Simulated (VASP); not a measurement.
C: single point with B3LYP

C:

```
C
1.0
     0.00000    1.78337    1.78337
     1.78337    0.00000    1.78337
     1.78337    1.78337    0.00000
C
2
Direct
  0.75000 0.75000 0.75000
  0.50000 0.50000 0.50000
```

* Program: VASP 6.6.1
* Task: single point
* Functional: B3LYP
* Potentials or basis: VASP PAW PBE potentials, release 64 (C)
* Cutoff: 520 eV
* k mesh: 8 × 8 × 8
* Occupations: gaussian, width 0.03 eV
* Spin: no spin polarisation

```
Pressure               : 1.3 GPa
Band gap on the k mesh : 6.00 eV (least direct gap 7.45 eV)
```

Levels at points of the mesh, in eV from the valence-band top:
| k point | band 1 | band 2 | band 3 | band 4 | band 5 | band 6 | band 7 | band 8 |
| --- | --- | --- | --- | --- | --- | --- | --- | --- |
| (0.00, 0.00, 0.00) | -22.87 | 0.00 | 0.00 | 0.00 | 7.45 | 7.45 | 7.45 | 15.65 |
| (0.50, 0.00, 0.00) | -16.82 | -14.14 | -2.98 | -2.98 | 10.52 | 10.52 | 10.88 | 18.14 |
| (0.50, 0.50, 0.00) | -13.64 | -13.64 | -6.65 | -6.65 | 6.68 | 6.68 | 19.31 | 19.31 |

Run time: 4.1 min on 1 thread of Intel(R) Xeon(R) 6975P-C (Granite Rapids), on a shared host, peak memory 0.12 GiB.

Caveat: the PAW data sets were made with another functional, which shifts forces and pressure a little. A k mesh can miss the band edges.
